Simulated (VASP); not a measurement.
# Co (P-1) in VASP: further runs, part 2 of 2

VASP 6.6.1. Earlier steps stand in the parts before.

**3. Single point, PBE, collinear spin, ferromagnetic start**

Input file INCAR:

```
SYSTEM = Co
PREC     = Accurate       ! precision mode
ENCUT    = 520            ! plane-wave cutoff, eV
EDIFF    = 1E-6           ! SCF threshold, eV
ISMEAR   = -1             ! smearing method
SIGMA    = 0.05           ! smearing width, eV
LREAL    = .False.        ! projectors in reciprocal space
LASPH    = .True.         ! aspherical terms in the spheres
NELM     = 150            ! most SCF steps
ALGO     = Normal         ! electronic algorithm
ISIF     = 2              ! what is computed and relaxed
LWAVE    = .False.        ! write WAVECAR
LCHARG   = .False.        ! write CHGCAR
ISPIN    = 2              ! spin polarisation
MAGMOM   = 2              ! initial moments
LORBIT   = 11             ! projections on sites
LMAXMIX  = 4              ! l up to which the mixer works
GGA      = PE             ! functional
NBANDS   = 14             ! bands
```

Input file KPOINTS:

```
Automatic mesh
0
Gamma
  13 13 13
  0 0 0
```

Input file POSCAR:

```
Co
1.0
   -1.4145745000      1.3929095500      1.3921574700
    1.4429802800     -1.3751271500      1.4027808400
    1.4112696000      1.3718222500     -1.3743750600
Co
1
Direct
    0.0000000000      0.0000000000      0.0000000000
```

Potentials or basis: VASP PAW PBE potentials, release 64 (Co).

Launch:

```bash
$ cat potpaw_PBE.64/Co/POTCAR > POTCAR
$ mpirun -np 1 vasp_std > vasp.out
```

OUTCAR:

```text
SYSTEM = Co
   PREC = Accurate
   ENCUT = 520
   EDIFF = 1E-6
   ISMEAR = -1
   LREAL = .False.
   LASPH = .True.
   NELM = 150
   ISIF = 2
   ISPIN = 2
   LORBIT = 11
   GGA = PE

 ion  position               nearest neighbor table
   1  0.000  0.000  0.000-

  LATTYP: Found a triclinic cell.
 ALAT       =     6.1639271409
 B/A-ratio  =     0.6337387412
 C/A-ratio  =     0.3933743782
 COS(alpha) =     0.0005142480
 COS(beta)  =     0.2599597309
 COS(gamma) =     0.9471042428

  Lattice vectors:

 A1 = (  -0.0350155800,   5.5116812000,  -2.7593734900)
 A2 = (  -0.0317106800,   2.7469494000,  -2.7771559000)
 A3 = (  -1.4145745000,   1.3929095500,   1.3921574700)

Analysis of symmetry for initial positions (statically):
=====================================================================
 Subroutine PRICEL returns:
 Original cell was already a primitive cell.

 Routine SETGRP: Setting up the symmetry group for a
 triclinic supercell.

 Subroutine GETGRP returns: Found  2 space group operations
 (whereof  2 operations were pure point group operations)
 out of a pool of  2 trial point group operations.

The static configuration has the point symmetry S_2 .

Analysis of symmetry for dynamics (positions and initial velocities):
=====================================================================
 Subroutine PRICEL returns:
 Original cell was already a primitive cell.

 Routine SETGRP: Setting up the symmetry group for a
 triclinic supercell.

 Subroutine GETGRP returns: Found  2 space group operations
 (whereof  2 operations were pure point group operations)
 out of a pool of  2 trial point group operations.

The dynamic configuration has the point symmetry S_2 .

Analysis of structural, dynamic, and magnetic symmetry:
=====================================================================
 Subroutine PRICEL returns:
 Original cell was already a primitive cell.

 Routine SETGRP: Setting up the symmetry group for a
 triclinic supercell.
[... 163 lines left out ...]
      2       7.2546      1.00000
      3       7.3543      1.00000
      4       7.5033      1.00000
      5       8.4185      1.00000
      6       8.4852      1.00000
      7      35.0315      0.00000
      8      35.7248      0.00000
      9      36.0157      0.00000
     10      40.4317      0.00000
     11      40.9411      0.00000
     12      41.8176      0.00000
     13      42.5306      0.00000
     14      42.6794      0.00000
[... 379 lines left out ...]
      3       6.9756      1.00000
      4       8.3480      1.00000
      5       8.7304      1.00000
      6       9.6274      1.00000
      7      23.4773      0.00000
      8      25.2847      0.00000
      9      31.3033      0.00000
     10      36.1007      0.00000
     11      40.7973      0.00000
     12      42.2738      0.00000
     13      46.3422      0.00000
     14      48.3941      0.00000

 [... further k-points ...]

 spin component 2

 k-point     1 :       0.0000    0.0000    0.0000
  band No.  band energies     occupation
      1       1.2324      1.00000
      2       8.7236      1.00000
      3       8.8538      1.00000
      4       9.0636      1.00000
      5      10.5991      0.01187
      6      10.8026      0.00020
      7      34.7778      0.00000
      8      35.4739      0.00000
      9      35.7829      0.00000
     10      40.5202      0.00000
     11      40.9802      0.00000
     12      42.6080      0.00000
     13      42.8516      0.00000
     14      43.1332      0.00000
[... 379 lines left out ...]
      3       8.2805      1.00000
      4      10.4172      0.31358
      5      10.9068      0.00003
      6      11.2342      0.00000
      7      23.9507      0.00000
      8      25.6533      0.00000
      9      31.6116      0.00000
     10      36.1435      0.00000
     11      40.9809      0.00000
     12      42.5900      0.00000
     13      48.1171      0.00000
     14      50.2274      0.00000

 [... further k-points ...]

------------------------ aborting loop because EDIFF is reached ----------------------------------------

  FORCE on cell =-STRESS in cart. coord.  units (eV):
  Direction    XX          YY          ZZ          XY          YZ          ZX
  --------------------------------------------------------------------------------------
  -------------------------------------------------------------------------------------
  Total        0.0667611     -0.0385526      0.0037559      0.0265703     -0.1227611     -0.1856643
  in kB        9.7008371     -5.6019524      0.5457549      3.8608374    -17.8380208    -26.9782689
  external PRESSURE =       1.5482132 kB  Pullay stress =       0.0000000 kB

 VOLUME and BASIS-vectors are now :
 -----------------------------------------------------------------------------
  energy-cutoff  :      520.00
  volume of cell :       11.03
      direct lattice vectors                 reciprocal lattice vectors
    -1.414574500  1.392909550  1.392157470    -0.003122163  0.359408250  0.355534697
     1.442980280 -1.375127150  1.402780840     0.346826794 -0.001864074  0.354276607
     1.411269600  1.371822250 -1.374375060     0.350832501  0.362155868 -0.005869779

 POSITION                                       TOTAL-FORCE (eV/Angst)
 -----------------------------------------------------------------------------------
      0.00000      0.00000      0.00000        -0.000000      0.000000      0.000000
 -----------------------------------------------------------------------------------
    total drift:                                0.000000      0.000000      0.000000

  FREE ENERGIE OF THE ION-ELECTRON SYSTEM (eV)
  ---------------------------------------------------
  free  energy   TOTEN  =        -6.9513730650 eV

  energy  without entropy=       -6.9378885726  energy(sigma->0) =       -6.94463082

 total charge

# of ion       s       p       d       tot
------------------------------------------
    1        0.482   0.516   7.240   8.238

 magnetization (x)

# of ion       s       p       d       tot
------------------------------------------
    1       -0.006  -0.049   1.772   1.718
```

OSZICAR:

```text
N       E                     dE             d eps       ncg     rms          rms(c)
DAV:   1     0.281822788372E+02    0.28182E+02   -0.37878E+03 63756   0.762E+02
DAV:   2    -0.671353505069E+01   -0.34896E+02   -0.32432E+02 67394   0.147E+02
DAV:   3    -0.791383303328E+01   -0.12003E+01   -0.11921E+01 77552   0.286E+01
DAV:   4    -0.792188993439E+01   -0.80569E-02   -0.80547E-02 75876   0.220E+00
DAV:   5    -0.792200864470E+01   -0.11871E-03   -0.11870E-03 80892   0.248E-01    0.105E+01
DAV:   6    -0.713199586902E+01    0.79001E+00   -0.11228E+01 85988   0.386E+01    0.467E+00
DAV:   7    -0.696992467538E+01    0.16207E+00   -0.12515E+00 74488   0.118E+01    0.265E+00
DAV:   8    -0.695773231456E+01    0.12192E-01   -0.13847E-02 83086   0.885E-01    0.130E+00
DAV:   9    -0.695154516576E+01    0.61871E-02   -0.68727E-03103216   0.618E-01    0.235E-01
DAV:  10    -0.695135172916E+01    0.19344E-03   -0.56563E-04 90070   0.206E-01    0.685E-02
DAV:  11    -0.695137219199E+01   -0.20463E-04   -0.13714E-05 73020   0.451E-02    0.428E-02
DAV:  12    -0.695137306499E+01   -0.87299E-06   -0.43521E-06 67104   0.195E-02
   1 F= -.69513731E+01 E0= -.69446308E+01  d E =-.134845E-01  mag=     1.6957
```

stdout:

```text
POSCAR found type information on POSCAR Co
 POSCAR found :  1 types and       1 ions
 scaLAPACK will be used
 LDA part: xc-table for (Slater+PW92), standard interpolation
 POSCAR, INCAR and KPOINTS ok, starting setup
 FFT: planning ... GRIDC
 FFT: planning ... GRID_SOFT
 FFT: planning ... GRID
 WAVECAR not read
 entering main loop
```

It took 3 min on 1 thread of Intel Xeon Platinum 8375C at 2.90GHz (Ice Lake), shared host; peak memory 0.35 GiB.

Results:

```
Free energy                                           : -6.9514 eV
Pressure                                              : 0.2 GPa
Net moment                                            : 1.70 μB per cell
Site moments                                          : Co +1.72 μB
Valence electrons inside the program's atomic spheres : Co 8.24
```

Levels at points of the mesh, in eV from the Fermi level:
Spin up:
```
           k point  band 2  band 3  band 4  band 5  band 6  band 7  band 8  band 9
(0.00, 0.00, 0.00)   -3.12   -3.02   -2.87   -1.96   -1.89   24.65   25.35   25.64
```
Spin down:
| k point | band 2 | band 3 | band 4 | band 5 | band 6 | band 7 |
| --- | --- | --- | --- | --- | --- | --- |
| (0.00, 0.00, 0.00) | -1.65 | -1.52 | -1.31 | 0.22 | 0.42 | 24.40 |
